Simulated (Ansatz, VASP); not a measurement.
# Si2TeS3 in VASP and in Ansatz

Contents of INCAR:

```
PREC     = Accurate       # precision mode
ENCUT    = 520            # plane-wave cutoff, eV
EDIFF    = 1E-7           # SCF threshold, eV
ISMEAR   = 0              # smearing method
SIGMA    = 0.1            # smearing width, eV
LREAL    = F              # projectors in reciprocal space
LASPH    = T              # aspherical terms in the spheres
NELM     = 80             # most SCF steps
ALGO     = Normal         # electronic algorithm
ISIF     = 2              # what is computed and relaxed
LWAVE    = F              # write WAVECAR
LCHARG   = F              # write CHGCAR
GGA      = PE             # functional
NBANDS   = 25             # bands
```

File KPOINTS:

```
Automatic mesh
0
Gamma
  6 6 4
```

Contents of POSCAR:

```
Si2TeS3
1.0
    5.7233880800      0.0000000000      0.0000000000
   -2.8616940400      4.9565994700      0.0000000000
    0.0000000000      0.0000000000      4.6535164400
Si Te S
2 1 3
Direct
    0.3333333300      0.6666666700      0.0000000000
    0.6666666700      0.3333333300      0.0000000000
    0.0000000000      0.0000000000      0.0000000000
    0.5000000000      0.0000000000      0.5000000000
    0.0000000000      0.5000000000      0.5000000000
    0.5000000000      0.5000000000      0.5000000000
```

Input for Ansatz:

```yaml
crystal:
  lattice:
    - [5.72338808, 0.0, 0.0]
    - [-2.86169404, 4.95659947, 0.0]
    - [0.0, 0.0, 4.65351644]
  atoms:
    - { symbol: Si, position: [0.33333333, 0.66666667, 0.0] }
    - { symbol: Si, position: [0.66666667, 0.33333333, 0.0] }
    - { symbol: Te, position: [0.0, 0.0, 0.0] }
    - { symbol: S, position: [0.5, 0.0, 0.5] }
    - { symbol: S, position: [0.0, 0.5, 0.5] }
    - { symbol: S, position: [0.5, 0.5, 0.5] }
basis:
  ecutwfc: 420
kpoints:
  mp_grid: { grid: [6, 6, 4] }
hamiltonian:
  xc: pbe
scf:
  occupations: { method: gaussian, width: 0.1 }
  lower_state_search: "off"
output:
  forces: true
  stress: true
  eigenvalues: true
```

Change from the starting cell: species swapped into the CeCo3Cu2 type (P6/mmm, No. 191).

Alike in both runs: task single point; functional PBE; k mesh 6 × 6 × 4; occupations gaussian, width 0.1 eV; no spin polarisation.

```csv
,VASP,Ansatz
version,VASP 6.6.1,Ansatz 0.2.0
potentials or method,"VASP PAW PBE potentials, release 64 (Si, Te, S), cutoff 520 eV","scalar-relativistic, plane waves, PAW"
valence electrons in the cell,32,42
```

```tsv
	VASP	Ansatz	Ansatz less VASP
gap on the k mesh at the Fermi level (eV)	none	none	-
pressure (GPa)	-6.9	-6.8	+0.05
traceless stress, the component that is largest in VASP (GPa)	1.99	1.98	-0.014
```

A gap of «none» marks a metal or a gap that the smearing closes. With one functional, cell and mesh, what is left measures potentials, basis and numerics. VASP's potentials hold 32 valence electrons a cell and Ansatz's 42, so a difference there can come from the potentials and not from the codes.

Spin-orbit coupling is off throughout.
